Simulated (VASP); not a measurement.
Wanted: the native input for a VASP 6.6.1 run.

- Task: electric field gradients
- Functional: LDA
- Potentials or basis: VASP PAW LDA potentials, release 64 (Rh_pv)
- Cutoff: 520 eV
- k mesh: 18 × 18 × 18
- Occupations: fermi-dirac, width 0.05 eV
- Spin: no spin polarisation
- Dipole correction: no
- Further INCAR settings: ALGO = Normal; EDIFF = 1e-08; NBANDS = 14

The structure of Rh lies in POSCAR:

```
Rh
1.0
    0.0000000000      1.8902139830      1.8902139830
    1.8902139830      0.0000000000      1.8902139830
    1.8902139830      1.8902139830      0.0000000000
Rh
1
Direct
    0.0000000000      0.0000000000      0.0000000000
```

This cell differs from its parent crystal: volume scaled by 0.98.

One way to write it, as run:

INCAR

```
PREC = Accurate
ENCUT = 520
EDIFF = 1E-8
ISMEAR = -1
SIGMA = 0.05
LREAL = F
LASPH = T
NELM = 60
ALGO = Normal
ISIF = 2
LWAVE = F
LCHARG = F
LEFG = T
NBANDS = 14
```

KPOINTS

```
Automatic mesh
0
Gamma
  18 18 18
```

Potentials or basis: VASP PAW LDA potentials, release 64 (Rh_pv).

Run with:

```sh
$ cat potpaw_LDA.64/Rh_pv/POTCAR > POTCAR
$ mpirun -np 1 vasp_std > vasp.out
```

It gave:

```yaml
Pressure: -5.5 GPa
```

Caveat: without QUAD_EFG the Cq values of the log hold for a quadrupole moment of 1 mb, not for the nuclei.

Run time: 19 s on 1 thread of AMD EPYC 9R14 (Zen 4) (shared host), peak memory 0.11 GiB.
